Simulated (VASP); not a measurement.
# AlNi (P4/mmm) in VASP: a series of runs, part 2 of 2

VASP 6.6.1.

## (3) Single point, PBE (strain -0.080 along x and y, -0.040 along z)

INCAR reads:

```
SYSTEM = AlNi
PREC = Accurate
ENCUT = 520
EDIFF = 1E-6
ISMEAR = 0
SIGMA = 0.15
LREAL = .FALSE.
LASPH = .TRUE.
NELM = 60
ALGO = Fast
ISIF = 2
LWAVE = .FALSE.
LCHARG = .TRUE.
GGA = PE
LELF = .TRUE.
LVHAR = .TRUE.
NBANDS = 14
```

KPOINTS reads:

```
regular mesh
0
G
  16 16 16
  0 0 0
```

POSCAR reads:

```
AlNi
1.0
    2.6505200000      0.0000000000      0.0000000000
    0.0000000000      2.6505200000      0.0000000000
    0.0000000000      0.0000000000      2.7657600000
Al Ni
1 1
Direct
    0.0000000000      0.0000000000      0.0000000000
    0.5000000000      0.5000000000      0.5000000000
```

Potentials or basis: VASP PAW PBE potentials, release 64 (Al, Ni).

Command:

```bash
$ cat potpaw_PBE.64/Al/POTCAR potpaw_PBE.64/Ni/POTCAR > POTCAR
$ mpirun -np 1 vasp_std > vasp.out
```

OUTCAR:

```text
SYSTEM = AlNi
   PREC = Accurate
   ENCUT = 520
   EDIFF = 1E-6
   ISMEAR = 0
   LREAL = .FALSE.
   LASPH = .TRUE.
   NELM = 60
   ISIF = 2
   GGA = PE

 ion  position               nearest neighbor table
   1  0.000  0.000  0.000-   2 2.33   2 2.33   2 2.33   2 2.33   2 2.33   2 2.33   2 2.33   2 2.33

   2  0.500  0.500  0.500-   1 2.33   1 2.33   1 2.33   1 2.33   1 2.33   1 2.33   1 2.33   1 2.33

  LATTYP: Found a simple tetragonal cell.
 ALAT       =     2.6505200000
 C/A-ratio  =     1.0434782609

  Lattice vectors:

 A1 = (   2.6505200000,   0.0000000000,   0.0000000000)
 A2 = (   0.0000000000,   2.6505200000,   0.0000000000)
 A3 = (   0.0000000000,   0.0000000000,   2.7657600000)

Analysis of symmetry for initial positions (statically):
=====================================================================
 Subroutine PRICEL returns:
 Original cell was already a primitive cell.

 Routine SETGRP: Setting up the symmetry group for a
 simple tetragonal supercell.

 Subroutine GETGRP returns: Found 16 space group operations
 (whereof 16 operations were pure point group operations)
 out of a pool of 16 trial point group operations.

The static configuration has the point symmetry D_4h.

Analysis of symmetry for dynamics (positions and initial velocities):
=====================================================================
 Subroutine PRICEL returns:
 Original cell was already a primitive cell.

 Routine SETGRP: Setting up the symmetry group for a
 simple tetragonal supercell.

 Subroutine GETGRP returns: Found 16 space group operations
 (whereof 16 operations were pure point group operations)
 out of a pool of 16 trial point group operations.

The dynamic configuration has the point symmetry D_4h.

 Subroutine INISYM returns: Found 16 space group operations
 (whereof 16 operations are pure point group operations),
 and found     1 'primitive' translations

----------------------------------------------------------------------------------------

                                     Primitive cell

  volume of cell :      19.4302

  direct lattice vectors                    reciprocal lattice vectors
     2.650520000  0.000000000  0.000000000     0.377284457  0.000000000  0.000000000
     0.000000000  2.650520000  0.000000000     0.000000000  0.377284457  0.000000000
     0.000000000  0.000000000  2.765760000     0.000000000  0.000000000  0.361564272

  length of vectors
     2.650520000  2.650520000  2.765760000     0.377284457  0.377284457  0.361564272

  position of ions in fractional coordinates (direct lattice)
     0.000000000  0.000000000  0.000000000
     0.500000000  0.500000000  0.500000000

  ion indices of the primitive-cell ions
   primitive index   ion index
                 1           1
                 2           2

----------------------------------------------------------------------------------------

 KPOINTS: regular mesh

Automatic generation of k-mesh.
 Grid dimensions read from file:
 generate k-points for:   16   16   16

 Generating k-lattice:

  Cartesian coordinates                     Fractional coordinates (reciprocal lattice)
     0.023580279  0.000000000  0.000000000     0.062500000  0.000000000  0.000000000
     0.000000000  0.023580279  0.000000000     0.000000000  0.062500000  0.000000000
     0.000000000  0.000000000  0.022597767     0.000000000  0.000000000  0.062500000

  Length of vectors
     0.023580279  0.023580279  0.022597767

  Shift w.r.t. Gamma in fractional coordinates (k-lattice)
     0.000000000  0.000000000  0.000000000

 Subroutine IBZKPT returns following result:
 ===========================================

 Found    405 irreducible k-points:

 Following reciprocal coordinates:
            Coordinates               Weight
  0.000000  0.000000  0.000000      1.000000
  0.062500  0.000000  0.000000      4.000000
  0.125000  0.000000  0.000000      4.000000
  0.187500  0.000000  0.000000      4.000000
  0.250000  0.000000  0.000000      4.000000
  0.312500  0.000000  0.000000      4.000000
[... 16 lines left out ...]
  0.437500  0.125000  0.000000      8.000000
  0.500000  0.125000  0.000000      4.000000
 [... further k-points ...]
   k-points           NKPTS =    405   k-points in BZ     NKDIM =    405   number of bands    NBANDS=     14
   number of dos      NEDOS =    301   number of ions     NIONS =      2
   total plane-waves  NPLWV =   9600
   dimension x,y,z NGX =    20 NGY =   20 NGZ =   24
   dimension x,y,z NGXF=    40 NGYF=   40 NGZF=   48
   ions per type =               1   1
   NGX,Y,Z   is equivalent  to a cutoff of  12.54, 12.54, 14.43 a.u.
   NGXF,Y,Z  is equivalent  to a cutoff of  25.09, 25.09, 28.85 a.u.
 SYSTEM =  AlNi
   PREC   = accura    normal or accurate (medium, high low for compatibility)
   ISTART =      0    job   : 0-new  1-cont  2-samecut
   ICHARG =      2    charge: 1-file 2-atom 10-const
   ISPIN  =      1    spin polarized calculation?
   LNONCOLLINEAR =      F non collinear calculations
   LSORBIT =      F    spin-orbit coupling
   LASPH  =      T    aspherical Exc in radial PAW
   ENCUT  =  520.0 eV  38.22 Ry    6.18 a.u.   4.93  4.93  5.14*2*pi/ulx,y,z
   NELM   =     60;   NELMIN=  2; NELMDL= -5     # of ELM steps
   EDIFF  = 0.1E-05   stopping-criterion for ELM
   LREAL  =      F    real-space projection
   EDIFFG = 0.1E-04   stopping-criterion for IOM
   NSW    =      0    number of steps for IOM
   IBRION =     -1    ionic relax: 0-MD 1-quasi-New 2-CG
   NFREE  =      0    steps in history (QN), initial steepest desc. (CG)
   ISIF   =      2    stress and relaxation
   ISYM   =      2    0-nonsym 1-usesym 2-fastsym
   POTIM  = 0.5000    time-step for ionic-motion
   TEBEG  =    0.0;   TEEND  =   0.0 temperature during run
   PSTRESS=    0.0 pullay stress
   NELECT =      13.0000    total number of electrons
   NUPDOWN=      -1.0000    fix difference up-down
   EMIN   =  10.00;   EMAX   =-10.00  energy-range for DOS
   EFERMI =   0.00;   METHOD = LEGACY
   ISMEAR =     0;   SIGMA  =   0.15  broadening in eV -4-tet -1-fermi 0-gaus
   EFERMI_NEDOS =   21; number of points for ismear=-14 and -15
   IALGO  =     68    algorithm
   IMIX   =      4    mixing-type and parameters
     AMIX     =   0.40;   BMIX     =  1.00
     AMIX_MAG =   1.60;   BMIX_MAG =  1.00
  volume/ion in A,a.u.               =       9.72        65.56
  Fermi-wavevector in a.u.,A,eV,Ry     =   1.431848  2.705801 27.894529  2.050190
  Thomas-Fermi vector in A             =   2.551540
   LORBIT       =      0    0 simple, 1 ext, 2 COOP (PROOUT), +10 PAW based schemes
   GGA     = PE    functional components
   LHFCALC =     F    Hartree Fock is set to
   AEXX    =    0.0000 exact exchange contribution
   IVDW    =     0    specifies the selected vdW correction
   LEPSILON=     F    determine dielectric tensor
   LRPA    =     F    only Hartree local field effects (RPA)
 non-spin polarized calculation
 RMM-DIIS sequential band-by-band and
 Gauss-broadening in eV      SIGMA  =   0.15
  energy-cutoff  :      520.00
  volume of cell :       19.43
 maximum number of plane-waves:       540
 NGX is ok and might be reduce to    20
   NGX =  9   NGY =  9   NGZ = 11

 number of electron      12.9999985 magnetization

 Free energy of the ion-electron system (eV)
  ---------------------------------------------------
  ext. energy  EPLUGINS =         0.00000000
  ---------------------------------------------------
  free energy    TOTEN  =        -9.84091756 eV

  energy without entropy =       -9.83231127  energy(sigma->0) =       -9.83661442

 E-fermi :  13.0503     XC(G=0): -13.0872

 val. band max:       13.0432247623   @ k =   0.3750   0.2500   0.0625
 cond. band min:      13.0607136479   @ k =   0.1250   0.0625   0.3125
 fundamental gap:      0.0174888856
 Fermi energy:        13.0502623496

 k-point     1 :       0.0000    0.0000    0.0000
  band No.  band energies     occupation
      1       0.3011      2.00000
      2       8.6354      2.00000
      3       8.7012      2.00000
      4      10.9747      2.00000
      5      10.9747      2.00000
      6      11.1243      2.00000
      7      18.3717      0.00000
      8      20.1210      0.00000
      9      20.1210      0.00000
     10      21.6417      0.00000
     11      22.0485      0.00000
     12      30.9618      0.00000
     13      36.1976      0.00000
     14      36.1980      0.00000
[... 377 lines left out ...]
      1       5.4165      2.00000
      2       5.6037      2.00000
      3       9.4557      2.00000
      4       9.9268      2.00000
      5      10.1236      2.00000
      6      10.9489      2.00000
      7      12.4137      2.00000
      8      20.8367      0.00000
      9      22.4179      0.00000
     10      23.7103      0.00000
     11      25.5215      0.00000
     12      26.1450      0.00000
     13      29.8467      0.00000
     14      32.1837      0.00000

 [... further k-points ...]
[... 5 lines left out ...]
  --------------------------------------------------------------------------------------
  -------------------------------------------------------------------------------------
  Total        7.1027892      7.1027892      6.4259250      0.0000000      0.0000000      0.0000000
  in kB      585.6833062    585.6833062    529.8702924      0.0000000      0.0000000      0.0000000
  external PRESSURE =     567.0789683 kB  Pullay stress =       0.0000000 kB

 VOLUME and BASIS-vectors are now :
 -----------------------------------------------------------------------------
  energy-cutoff  :      520.00
  volume of cell :       19.43
      direct lattice vectors                 reciprocal lattice vectors
     2.650520000  0.000000000  0.000000000     0.377284457  0.000000000  0.000000000
     0.000000000  2.650520000  0.000000000     0.000000000  0.377284457  0.000000000
     0.000000000  0.000000000  2.765760000     0.000000000  0.000000000  0.361564272

 POSITION                                       TOTAL-FORCE (eV/Angst)
 -----------------------------------------------------------------------------------
      0.00000      0.00000      0.00000         0.000000      0.000000      0.000000
      1.32526      1.32526      1.38288         0.000000      0.000000      0.000000
 -----------------------------------------------------------------------------------
    total drift:                               -0.000000      0.000000      0.000000

  FREE ENERGIE OF THE ION-ELECTRON SYSTEM (eV)
  ---------------------------------------------------
  free  energy   TOTEN  =        -9.8409175565 eV

  energy  without entropy=       -9.8323112741  energy(sigma->0) =       -9.83661442
```

Wall time 42 s (1 thread of Intel Xeon 6975P-C (Granite Rapids), shared host); peak memory 0.21 GiB.

What came out:

| Quantity | Value |
| --- | --- |
| Free energy | -9.8409 eV |
| Pressure | 56.7 GPa |

Levels at points of the mesh, in eV from the Fermi level:
```tsv
k point	band 4	band 5	band 6	band 7	band 8	band 9	band 10	band 11
(0.00, 0.00, 0.00)	-2.08	-2.08	-1.93	5.32	7.07	7.07	8.59	9.00
(0.50, 0.00, 0.00)	-3.16	-2.85	-1.94	-0.62	8.41	10.10	11.68	12.35
(0.50, 0.50, 0.00)	-3.24	-2.93	-2.93	-1.23	2.20	3.88	13.96	16.24
(0.00, 0.00, 0.50)	-2.85	-2.85	-1.83	-1.04	8.48	11.53	11.53	13.27
(0.50, 0.00, 0.50)	-3.47	-2.72	-2.66	-1.37	1.78	3.39	15.21	16.97
(0.50, 0.50, 0.50)	-1.35	-1.20	1.72	1.88	1.88	5.27	5.27	5.71
```

Caveat: the cell differs from its parent crystal (strain -0.080 along x and y, -0.040 along z). Spin polarisation is off, so any magnetic state and its effect on volume and gap are missing.
